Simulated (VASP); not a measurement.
Input of a VASP 6.6.1 run:

INCAR

```
SYSTEM = HfBr
ALGO = Normal
EDIFF = 1E-6
ENCUT = 520
GGA = PE
ISIF = 2
ISMEAR = 0
LASPH = .True.
LCHARG = .True.
LELF = .True.
LREAL = .False.
LVHAR = .True.
LWAVE = .False.
NBANDS = 16
NELM = 80
PREC = Accurate
SIGMA = 0.1
```

KPOINTS

```
k-points
0
Gamma
  20 20 12
  0 0 0
```

File POSCAR:

```
HfBr
1.0
    1.5741299553     -3.0544322988      0.0000000000
    1.5741299553      3.0544322988      0.0000000000
    0.0000000000      0.0000000000      4.7352911596
Hf Br
1 1
Direct
    0.0000000000      0.0000000000      0.5000000000
    0.5000000000      0.5000000000      0.0000000000
```

Potentials or basis: VASP PAW PBE potentials, release 64 (Hf_pv, Br).

The run is started by

```bash
$ cat potpaw_PBE.64/Hf_pv/POTCAR potpaw_PBE.64/Br/POTCAR > POTCAR
$ mpirun -np 1 vasp_std > vasp.out
```

Question: Predict the band gap on the k mesh.

Answer: Zero (an odd number of electrons rules out a gap without spin polarisation).

Question: Estimate the pressure.

Answer: -0.5 GPa.

Stress tensor (GPa, compression positive):
```
-0.43  0.00  0.00
 0.00 -0.20  0.00
 0.00  0.00 -0.72
```

Caveat: spin-orbit coupling is left out, which moves the levels of the heavy elements; an odd number of electrons without spin polarisation forces a metal; a magnetic or distorted state may lie lower.
